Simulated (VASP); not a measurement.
# BP (Cmmm) in VASP: notebook, part 2 of 3

VASP 6.6.1.

**3. Single point, PBE**

This run uses another cell than the first one, of 13.57 Å³/atom, 0.997 times its volume.

The input, INCAR:

```
SYSTEM = BP
  ALGO = Normal
  EDIFF = 1E-7
  ENCUT = 520
  GGA = PE
  ISIF = 2
  ISMEAR = 0
  LASPH = .True.
  LCHARG = .True.
  LELF = .True.
  LREAL = .False.
  LVHAR = .True.
  LWAVE = .False.
  NBANDS = 16
  NELM = 80
  PREC = Accurate
  SIGMA = 0.1
```

The input, KPOINTS:

```
k-points
0
Gamma
  6 6 6
  0 0 0
```

The input, POSCAR:

```
BP
1.0
    1.5891160002     -4.8515377272      0.0000000000
    1.5891160002      4.8515377272      0.0000000000
    0.0000000000      0.0000000000      3.5213539372
B P
2 2
Direct
    0.7540269213      0.7540269213      0.5000000000
    0.2459730787      0.2459730787      0.5000000000
    0.8282456200      0.1717543800      0.0000000000
    0.1717543800      0.8282456200      0.0000000000
```

Potentials or basis: VASP PAW PBE potentials, release 64 (B, P).

Launch:

```console
> cat potpaw_PBE.64/B/POTCAR potpaw_PBE.64/P/POTCAR > POTCAR
> mpirun -np 1 vasp_std > vasp.out
```

OUTCAR:

```text
SYSTEM = BP
   EDIFF = 1E-7
   ENCUT = 520
   GGA = PE
   ISIF = 2
   ISMEAR = 0
   LASPH = .True.
   LREAL = .False.
   NELM = 80
   PREC = Accurate

 ion  position               nearest neighbor table
   1  0.754  0.754  0.500-   2 1.56   2 1.61   4 2.55   3 2.55   4 2.55   3 2.55
   2  0.246  0.246  0.500-   1 1.56   1 1.61   3 2.55   4 2.55   3 2.55   4 2.55
   3  0.828  0.172  0.000-   4 2.20   4 2.20   2 2.55   1 2.55   2 2.55   1 2.55
   4  0.172  0.828  0.000-   3 2.20   3 2.20   2 2.55   1 2.55   2 2.55   1 2.55

  LATTYP: Found a base centered orthorhombic cell.
 ALAT       =     3.1782320004
 B/A-ratio  =     3.0529789686
 C/A-ratio  =     1.1079600032

  Lattice vectors:

 A1 = (   1.5891160002,  -4.8515377272,   0.0000000000)
 A2 = (   1.5891160002,   4.8515377272,   0.0000000000)
 A3 = (   0.0000000000,   0.0000000000,   3.5213539372)

Analysis of symmetry for initial positions (statically):
=====================================================================
 Subroutine PRICEL returns:
 Original cell was already a primitive cell.

 Routine SETGRP: Setting up the symmetry group for a
 base centered orthorhombic supercell.
[... 168 lines left out ...]
  free energy    TOTEN  =       -21.30079028 eV

  energy without entropy =      -21.29791472  energy(sigma->0) =      -21.29935250

 E-fermi :   6.2030     XC(G=0): -10.4050

 val. band max:        6.1898940848   @ k =   0.5000   0.5000   0.5000
 cond. band min:       6.2184933654   @ k =   0.3333   0.3333   0.1667
 fundamental gap:      0.0285992805
 Fermi energy:         6.2030413529

 k-point     1 :       0.0000    0.0000    0.0000
  band No.  band energies     occupation
      1      -8.8340      2.00000
      2      -3.7141      2.00000
      3      -2.7227      2.00000
      4       1.7228      2.00000
      5       2.0712      2.00000
      6       3.7836      2.00000
[... 433 lines left out ...]
      3      -0.2825      2.00000
      4       0.8639      2.00000
      5       1.8437      2.00000
      6       2.3649      2.00000
[... 8 lines left out ...]
     15      12.8763      0.00000
     16      13.7142      0.00000

 [... further k-points ...]
[... 5 lines left out ...]
  --------------------------------------------------------------------------------------
  -------------------------------------------------------------------------------------
  Total       -0.1059966     -0.0784647     -0.0587415      0.0000000      0.0000000      0.0000000
  in kB       -3.1277205     -2.3153144     -1.7333286      0.0000000      0.0000000      0.0000000
  external PRESSURE =      -2.3921211 kB  Pullay stress =       0.0000000 kB

 VOLUME and BASIS-vectors are now :
 -----------------------------------------------------------------------------
  energy-cutoff  :      520.00
  volume of cell :       54.30
      direct lattice vectors                 reciprocal lattice vectors
     1.589116000 -4.851537727  0.000000000     0.314640341 -0.103060108  0.000000000
     1.589116000  4.851537727  0.000000000     0.314640341  0.103060108  0.000000000
     0.000000000  0.000000000  3.521353937     0.000000000  0.000000000  0.283981678

 POSITION                                       TOTAL-FORCE (eV/Angst)
 -----------------------------------------------------------------------------------
      2.39647      0.00000      1.76068         0.021901      0.000000     -0.000000
      0.78176      0.00000      1.76068        -0.021901      0.000000      0.000000
      1.58912     -3.18499      0.00000         0.000000      0.057610     -0.000000
      1.58912      3.18499      0.00000         0.000000     -0.057610      0.000000
 -----------------------------------------------------------------------------------
    total drift:                                0.000000      0.000000      0.000000

  FREE ENERGIE OF THE ION-ELECTRON SYSTEM (eV)
  ---------------------------------------------------
  free  energy   TOTEN  =       -21.3007902805 eV

  energy  without entropy=      -21.2979147190  energy(sigma->0) =      -21.29935250
```

OSZICAR:

```text
N       E                     dE             d eps       ncg     rms          rms(c)
DAV:   1     0.344635521628E+02    0.34464E+02   -0.67481E+03  1664   0.869E+02
DAV:   2    -0.206830238374E+02   -0.55147E+02   -0.50135E+02  2288   0.146E+02
DAV:   3    -0.229107841814E+02   -0.22278E+01   -0.22018E+01  2128   0.279E+01
DAV:   4    -0.229288586402E+02   -0.18074E-01   -0.18068E-01  2200   0.295E+00
DAV:   5    -0.229290962495E+02   -0.23761E-03   -0.23760E-03  2192   0.336E-01    0.896E+00
DAV:   6    -0.214235054286E+02    0.15056E+01   -0.20055E+00  2048   0.106E+01    0.496E+00
DAV:   7    -0.213224860781E+02    0.10102E+00   -0.62529E-01  1920   0.424E+00    0.255E+00
DAV:   8    -0.213009312336E+02    0.21555E-01   -0.63865E-02  2160   0.145E+00    0.562E-01
DAV:   9    -0.213008979581E+02    0.33276E-04   -0.60958E-03  2176   0.514E-01    0.206E-01
DAV:  10    -0.213007870431E+02    0.11091E-03   -0.73250E-04  2080   0.168E-01    0.686E-02
DAV:  11    -0.213007879406E+02   -0.89748E-06   -0.78381E-05  2168   0.537E-02    0.203E-02
DAV:  12    -0.213007900384E+02   -0.20978E-05   -0.53902E-06  2176   0.161E-02    0.467E-03
DAV:  13    -0.213007902261E+02   -0.18772E-06   -0.69749E-07  2128   0.566E-03    0.318E-03
DAV:  14    -0.213007902805E+02   -0.54431E-07   -0.72353E-08  1472   0.172E-03
   1 F= -.21300790E+02 E0= -.21299352E+02  d E =-.287556E-02
```

Wall time 38 s (1 thread of Intel Xeon Platinum 8559C (Emerald Rapids), shared host); peak memory 0.2 GiB.

What came out:

| Item | Value |
| --- | --- |
| Free energy | -21.3008 eV |
| Pressure | -0.2 GPa |
| Largest force | 0.058 eV/Å |
| Band gap on the k mesh | zero (band 8 reaches 7.65 eV, above the bottom of band 9 at 4.10 eV) |

Forces in eV/Å, atoms in the order of the input:
```
B    0.022  0.000  0.000
B   -0.022  0.000  0.000
P    0.000  0.058  0.000
P    0.000 -0.058  0.000
```

**4. Relaxation of cell and atoms, PBE**

This run uses another cell than the first one, of 13.08 Å³/atom, 0.960 times its volume.

The input, INCAR:

```
SYSTEM = BP
  ALGO = Normal
  EDIFF = 1E-6
  EDIFFG = -0.04
  ENCUT = 600
  GGA = PE
  IBRION = 2
  ISIF = 3
  ISMEAR = 0
  LASPH = .TRUE.
  LCHARG = .FALSE.
  LREAL = .FALSE.
  LWAVE = .FALSE.
  NELM = 100
  NSW = 90
  PREC = Accurate
  SIGMA = 0.1
```

The input, KPOINTS:

```
k-points
0
G
  6 6 4
  0 0 0
```

The input, POSCAR:

```
BP
1.0
    1.9433194169     -2.9377050611      0.0000000000
    1.9433194169      2.9377050611      0.0000000000
    0.0000000000      0.0000000000      4.5806902925
B P
2 2
Direct
    0.6666666667      0.6666666667      0.5000000000
    0.3333333333      0.3333333333      0.5000000000
    0.8376387576      0.1623612424      0.0000000000
    0.1623612424      0.8376387576      0.0000000000
```

Launch:

```console
> cat potpaw_PBE.64/B/POTCAR potpaw_PBE.64/P/POTCAR > POTCAR
> mpirun -np 1 vasp_std > vasp.out
```

Wall time 12 min (1 thread of Intel Xeon Platinum 8559C (Emerald Rapids), shared host); peak memory 0.19 GiB.

Results (log left out):

* Free energy: -21.5104 eV
* Relaxed volume: 11.83 Å³/atom
* Relaxed cell: a = 5.008 Å, b = 5.008 Å, c = 2.886 Å, α = 90.00°, β = 90.00°, γ = 139.15°
* Space group after relaxing (to 0.05 Å): Cmmm (No. 65)
* Energy gained by relaxing: 1687.8 meV/atom
* Ionic steps: 70
* Pressure after relaxing: 0.1 GPa
* Largest force after relaxing: 0.036 eV/Å
* Band gap on the k mesh: zero (band 8 reaches 9.78 eV, above the bottom of band 9 at 6.43 eV)

Forces on the atoms (eV/Å):
```
B   -0.036  0.000  0.000
B    0.036  0.000  0.000
P    0.000  0.002  0.000
P    0.000 -0.002  0.000
```

Stress tensor (GPa, compression positive):
```
 0.22  0.00  0.00
 0.00  0.21  0.00
 0.00  0.00 -0.10
```

Step by step:
```csv
step,energy change (eV),largest force (eV/Å),pressure (GPa),volume (Å³)
1,0.0000,15.3888,22.26,52.30
3,-2.8010,1.0630,-10.93,58.81
5,-3.6297,1.5876,1.82,51.09
7,-4.4722,3.1915,13.62,45.23
9,-4.8902,5.7486,41.28,38.43
11,-5.0109,3.2668,45.82,37.92
13,-5.5305,1.6733,33.06,39.62
15,-6.0275,2.2252,-1.38,47.87
17,-6.1243,1.5043,6.23,45.09
19,-6.2480,0.2343,1.66,46.88
21,-6.2603,0.7021,0.20,47.68
23,-6.3216,0.1278,-1.20,48.66
25,-6.3279,0.1267,-0.86,48.58
27,-6.3359,0.0988,1.03,47.82
29,-6.3397,0.1879,0.19,48.18
31,-6.3429,0.0949,-0.41,48.53
33,-6.3543,0.1470,0.17,48.55
35,-6.6016,0.8831,1.50,48.39
37,-6.6229,0.9553,3.68,48.27
39,-6.6233,0.9592,3.90,48.26
41,-6.6237,0.9547,4.02,48.27
43,-6.6237,0.9530,4.06,48.27
45,-6.6249,0.9433,4.03,48.28
47,-6.6302,0.8992,3.85,48.31
49,-6.6498,0.7264,3.18,48.45
51,-6.7027,0.2151,0.74,48.98
53,-6.7197,0.4931,-1.49,49.57
55,-6.7397,0.0184,-1.28,49.36
57,-6.7406,0.1175,-1.21,49.30
59,-6.7432,0.1377,0.10,48.75
61,-6.7454,0.1047,0.05,48.52
63,-6.7469,0.2189,-0.07,48.14
65,-6.7496,0.0449,-0.17,47.81
67,-6.7503,0.0712,-0.17,47.60
69,-6.7506,0.0734,-0.10,47.51
70,-6.7510,0.0356,0.11,47.33
```

Final structure:
```cif
data_structure
_symmetry_space_group_name_H-M 'P 1'
_symmetry_Int_Tables_number 1
_cell_length_a 5.0078
_cell_length_b 5.0078
_cell_length_c 2.8859
_cell_angle_alpha 90.000
_cell_angle_beta 90.000
_cell_angle_gamma 139.155
_cell_volume 47.33
loop_
_atom_site_label
_atom_site_type_symbol
_atom_site_fract_x
_atom_site_fract_y
_atom_site_fract_z
_atom_site_occupancy
B1 B 0.74204 0.74204 0.50000 1
B2 B 0.25796 0.25796 0.50000 1
P1 P 0.85969 0.14031 0.00000 1
P2 P 0.14031 0.85969 0.00000 1
```

Levels at points of the mesh, in eV from the Fermi level:
```
           k point  band 5  band 6  band 7  band 8  band 9  band 10  band 11  band 12
(0.00, 0.00, 0.00)   -3.52   -2.98   -2.56    0.51    2.23     3.40     5.70     6.00
(0.50, 0.00, 0.00)   -3.48   -2.83   -1.70    2.18    2.37     2.59     3.07     5.53
(0.50, 0.50, 0.00)   -3.45   -2.80   -2.76   -0.52    1.83     2.49     3.69     5.12
(0.00, 0.00, 0.50)   -6.32   -4.38   -1.75   -1.64   -0.15     1.87     3.22     3.82
(0.50, 0.00, 0.50)   -6.09   -5.73   -4.89   -1.48    0.36     0.49     1.18     3.93
(0.50, 0.50, 0.50)   -4.41   -2.57   -0.53    0.39    1.48     2.69     2.71     2.81
```

[end of part 2 of 3]
